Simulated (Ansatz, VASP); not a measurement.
# Two plane-wave programs on AlN

File INCAR:

```
ALGO     = Normal         # electronic algorithm
EDIFF    = 1E-6           # SCF threshold, eV
ENCUT    = 520            # plane-wave cutoff, eV
GGA      = PE             # functional
ISIF     = 2              # what is computed and relaxed
ISMEAR   = 0              # smearing method
LASPH    = T              # aspherical terms in the spheres
LCHARG   = F              # write CHGCAR
LREAL    = F              # projectors in reciprocal space
LWAVE    = F              # write WAVECAR
NBANDS   = 16             # bands
NELM     = 60             # most SCF steps
PREC     = Accurate       # precision mode
SIGMA    = 0.05           # smearing width, eV
```

KPOINTS

```
k-points
0
Gamma
  12 12 6
```

Contents of POSCAR:

```
AlN
1.0
    3.2711003432      0.0000000000      0.0000000000
   -1.6355501716      2.5888779672      0.0000000000
    0.0000000000      0.0000000000      5.0179796548
Al N
2 2
Direct
    0.3333333333      0.6666666667      0.0017287175
    0.6666666667      0.3333333333      0.5017287175
    0.3333333333      0.6666666667      0.3832712825
    0.6666666667      0.3333333333      0.8832712825
```

Input for Ansatz:

```yaml
crystal:
  lattice:
    - [3.2711003432, 0.0, 0.0]
    - [-1.6355501716, 2.5888779672, 0.0]
    - [0.0, 0.0, 5.0179796548]
  atoms:
    - { symbol: Al, position: [0.3333333333, 0.6666666667, 0.0017287175] }
    - { symbol: Al, position: [0.6666666667, 0.3333333333, 0.5017287175] }
    - { symbol: "N", position: [0.3333333333, 0.6666666667, 0.3832712825] }
    - { symbol: "N", position: [0.6666666667, 0.3333333333, 0.8832712825] }
basis:
  ecutwfc: 420
kpoints:
  mp_grid: { grid: [12, 12, 6] }
hamiltonian:
  xc: pbe
scf:
  occupations: { method: gaussian, width: 0.05 }
output:
  forces: true
  stress: true
  eigenvalues: true
  write_density: true
  write_potential: true
  elf: true
  volumetric_format: npy
```

Change from the starting cell: strain +0.0450 x Voigt [1, -1, 0, 0, 0, 0], atoms carried along.

Alike in both runs: task single point; functional PBE; k mesh 12 × 12 × 6; occupations gaussian, width 0.05 eV; no spin polarisation.

|  | VASP | Ansatz |
| --- | --- | --- |
| version | VASP 6.6.1 | Ansatz 0.2.0 |
| potentials or method | VASP PAW PBE potentials, release 64 (Al, N), cutoff 520 eV | scalar-relativistic, plane waves, PAW |
| valence electrons in the cell | 16 | 16 |

|  | VASP | Ansatz | Ansatz less VASP |
| --- | --- | --- | --- |
| gap on the k mesh at the Fermi level (eV) | 3.98 | 3.97 | -0.009 |
| least direct gap on the mesh (eV) | 3.98 | 3.97 | -0.009 |
| pressure (GPa) | 1.1 | 1.3 | +0.25 |
| traceless stress, the component that is largest in VASP (GPa) | 15.84 | 15.74 | -0.102 |
| rms of the force components (eV/Å) | 0.566 | 0.563 | -0.0035 |

Atom by atom the forces differ by 0.004 eV/Å (rms over components).
